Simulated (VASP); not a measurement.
# HfO2: density of states with PBEsol+U

The system is HfO2.

```
CELL_PARAMETERS angstrom
3.55802 0.00000 0.00000
0.00000 3.55802 0.00000
0.00000 0.00000 5.17186
ATOMIC_POSITIONS crystal
Hf 0.00000 0.00000 0.00000
Hf 0.50000 0.50000 0.50000
O 0.00000 0.50000 0.19721
O 0.50000 0.00000 0.30279
O 0.50000 0.00000 0.80279
O 0.00000 0.50000 0.69721
```

- Program: VASP 6.6.1
- Task: density of states
- Functional: PBEsol
- Potentials or basis: VASP PAW PBE potentials, release 64 (Hf_pv, O)
- Cutoff: 520 eV
- k mesh: 8 × 8 × 5
- Occupations: fermi-dirac, width 0.05 eV
- Spin: no spin polarisation
- Hubbard terms: Hf d U = 2.0 eV
- Dipole correction: no
- k mesh for the DOS: 12 × 12 × 8
- Occupations for the DOS: tetrahedron
- Further INCAR settings: ALGO = Normal; EDIFF = 1e-06; NBANDS = 31

```
Valence electrons inside the program's atomic spheres : Hf 8.38; O 5.11
```

Levels at points of the mesh, in eV from the valence-band top:
| k point | band 20 | band 21 | band 22 | band 23 | band 24 | band 25 |
| --- | --- | --- | --- | --- | --- | --- |
| (0.00, 0.00, 0.00) | -0.11 | -0.08 | -0.08 | 4.85 | 5.10 | 6.05 |
| (0.50, 0.00, 0.00) | -1.44 | -0.12 | -0.12 | 5.39 | 5.39 | 6.49 |
| (0.50, 0.50, 0.00) | -0.74 | -0.54 | -0.54 | 5.93 | 5.93 | 6.57 |
| (0.00, 0.00, 0.50) | -0.61 | 0.00 | 0.00 | 5.78 | 5.78 | 5.94 |
| (0.50, 0.00, 0.50) | -1.41 | -0.98 | -0.98 | 5.58 | 5.58 | 5.97 |
| (0.50, 0.50, 0.50) | -1.34 | -0.04 | -0.04 | 6.36 | 6.36 | 6.52 |

Eigenvalues of the final occupation matrices:
| site | spin | trace | eigenvalues |
| --- | --- | --- | --- |
| site 1 d | 1 | 0.73 | 0.08 0.08 0.18 0.18 0.21 |
| site 1 d | 2 | 0.73 | 0.08 0.08 0.18 0.18 0.21 |
| site 2 d | 1 | 0.73 | 0.08 0.08 0.18 0.18 0.21 |
| site 2 d | 2 | 0.73 | 0.08 0.08 0.18 0.18 0.21 |

Run time: 3.5 min on 1 thread of AMD EPYC 9R45 (Zen 5), on a shared host, peak memory 0.3 GiB.

Caveat: spin-orbit coupling is left out, which moves the levels of the heavy elements.
